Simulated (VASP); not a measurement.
Write the native input for VASP 6.6.1 that does the following.

- Task: single point
- Functional: LDA
- Potentials or basis: VASP PAW LDA potentials, release 64 (Zn, Cu)
- Cutoff: 520 eV
- k mesh: 17 × 17 × 1
- Occupations: fermi-dirac, width 0.05 eV
- Spin: no spin polarisation
- Dipole correction: yes
- Further INCAR settings: ALGO = Normal; EDIFF = 1e-06; NBANDS = 24

The structure of ZnCu2 (Cu (111), 3 layers) lies in POSCAR:

```
ZnCu2
1.0
    2.4873748555      0.0000000000      0.0000000000
   -1.2436874278      2.1541298136      0.0000000000
    0.0000000000      0.0000000000     20.0619000000
Zn Cu
1 2
Direct
    0.1666666667      0.3333333333      0.4002530736
    0.5000000000      1.0000000000      0.5000000120
    0.8333333333      0.6666666667      0.5997469141
```

One way to write it, as run:

INCAR

```
  PREC = Accurate
  ENCUT = 520
  EDIFF = 1E-6
  ISMEAR = -1
  SIGMA = 0.05
  LREAL = F
  LASPH = T
  NELM = 80
  ALGO = Normal
  ISIF = 2
  LWAVE = F
  LCHARG = F
  LDIPOL = T
  IDIPOL = 3
  DIPOL = 0.5 0.5 0.500
  GGA = CA
  NBANDS = 24
```

KPOINTS

```
regular mesh
0
Gamma
  17 17 1
```

Potentials or basis: VASP PAW LDA potentials, release 64 (Zn, Cu).

The run is started by

```sh
$ cat potpaw_LDA.64/Zn/POTCAR potpaw_LDA.64/Cu/POTCAR > POTCAR
$ mpirun -np 1 vasp_std > vasp.out
```

Results of the run:

- Largest force: 0.754 eV/Å
- Band gap on the k mesh: zero (band 17 reaches 1.26 eV, above the bottom of band 18 at -2.94 eV)

Run time: 50 s on 1 thread of Intel(R) Xeon(R) 6975P-C (Granite Rapids) (shared host), peak memory 0.22 GiB.
